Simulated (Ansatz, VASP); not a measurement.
# SnO: VASP beside Ansatz

INCAR

```
  PREC = Accurate
  ENCUT = 520
  EDIFF = 1E-7
  ISMEAR = 0
  SIGMA = 0.01
  LREAL = False
  LASPH = True
  NELM = 100
  ALGO = Normal
  ISIF = 2
  LWAVE = False
  LCHARG = False
  GGA = CA
  NBANDS = 28
```

KPOINTS

```
regular mesh
0
Gamma
  6 4 6
```

File POSCAR:

```
SnO
1.0
    3.3550050000      0.0000000000      0.0000000000
    0.0000000000      5.6741040000      0.0000000000
    0.0000000000      0.0000000000      4.2219700000
Sn O
2 2
Direct
    0.0000000000      0.2319089992      0.5131439991
    0.5000000000      0.7680910008      0.0131439991
    0.0000000000      0.8912500000      0.7368570004
    0.5000000000      0.1087500000      0.2368570004
```

Input for Ansatz:

```yaml
crystal:
  lattice:
    - [3.355005, 0.0, 0.0]
    - [0.0, 5.674104, 0.0]
    - [0.0, 0.0, 4.22197]
  atoms:
    - { symbol: Sn, position: [0.0, 0.23190899920057864, 0.513143999128369] }
    - { symbol: Sn, position: [0.5, 0.7680910007994214, 0.013143999128368984] }
    - { symbol: O, position: [0.0, 0.8912500000000001, 0.7368570004050242] }
    - { symbol: O, position: [0.5, 0.10875, 0.2368570004050242] }
kpoints:
  mp_grid:
    grid: [6, 4, 6]
hamiltonian:
  xc: lda
  pseudopotentials:
    kind: paw
scf:
  occupations:
    method: fixed
output:
  forces: true
  stress: true
  eigenvalues: true
```

Alike in both runs: task single point; functional LDA; k mesh 6 × 4 × 6; no spin polarisation.

```csv
,VASP,Ansatz
version,VASP 6.6.1,Ansatz 0.2.0
potentials or method,"VASP PAW LDA potentials, release 64 (Sn_d, O)","plane waves, PAW"
plane-wave cutoff (eV),520,420
occupations,"gaussian, width 0.01 eV",fixed
valence electrons in the cell,40,40
```

|  | VASP | Ansatz | Ansatz less VASP |
| --- | --- | --- | --- |
| gap on the k mesh at the Fermi level (eV) | 1.60 | 1.62 | +0.023 |
| pressure (GPa) | -5.2 | -5.5 | -0.27 |
| traceless stress, the component that is largest in VASP (GPa) | -0.93 | -0.95 | -0.020 |
| rms of the force components (eV/Å) | 0.285 | 0.324 | +0.0397 |

LDA's correlation is that of Perdew and Zunger in VASP and of Perdew and Wang (1992) in Ansatz. Atom by atom the forces differ by 0.041 eV/Å (rms over components).
